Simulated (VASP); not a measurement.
Write the native input for VASP 6.6.1 that does the following.

```
Task                   : single point
Functional             : PBE
Potentials or basis    : VASP PAW PBE potentials, release 64 (Ga_d, O)
Cutoff                 : 520 eV
k mesh                 : 6 × 6 × 6
Occupations            : gaussian, width 0.1 eV
Spin                   : collinear spin, ferromagnetic start
Starting moments       : [0.0, 0.0, 0.0, 1.0, 1.0] μB
Dipole correction      : no
Further INCAR settings : ALGO = Normal; EDIFF = 1e-06; NBANDS = 38
```

The structure of Ga3O2 lies in POSCAR:

```
Ga3O2
1.0
    2.1919148667      1.2655026383      4.7386349067
   -2.1919148667      1.2655026383      4.7386349067
    0.0000000000     -2.5310052767      4.7386349067
Ga O
3 2
Direct
    0.5878214443      0.5878214443      0.5878214443
    0.4121785557      0.4121785557      0.4121785557
    0.0000000000      0.0000000000      0.0000000000
    0.2754960605      0.2754960605      0.2754960605
    0.7245039395      0.7245039395      0.7245039395
```

The cell was built from a structure type or drawn by symmetry, and may not be a known phase.

One way to write it, as run:

INCAR

```
SYSTEM = Ga3O2
PREC = Accurate
ENCUT = 520
EDIFF = 1E-6
ISMEAR = 0
SIGMA = 0.1
LREAL = .FALSE.
LASPH = .TRUE.
NELM = 150
ALGO = Normal
ISIF = 2
LWAVE = .FALSE.
LCHARG = .FALSE.
ISPIN = 2
MAGMOM = 0 0 0 1 1
LORBIT = 11
GGA = PE
NBANDS = 38
```

KPOINTS

```
Automatic mesh
0
G
  6 6 6
  0 0 0
```

Potentials or basis: VASP PAW PBE potentials, release 64 (Ga_d, O).

Run with:

```sh
$ cat potpaw_PBE.64/Ga_d/POTCAR potpaw_PBE.64/O/POTCAR > POTCAR
$ mpirun -np 1 vasp_std > vasp.out
```

It gave:

```yaml
Pressure: 0.1 GPa
Largest_force: 0.070 eV/Å
Net_moment: 0.00 μB per cell
Valence_electrons_inside_the_program's_atomic_spheres: Ga 11.50, 11.53 (each value once); O 4.88
```

It took 2.1 min on 1 thread of Intel(R) Xeon(R) 6975P-C (Granite Rapids), with other jobs on the host, peak memory 0.36 GiB.
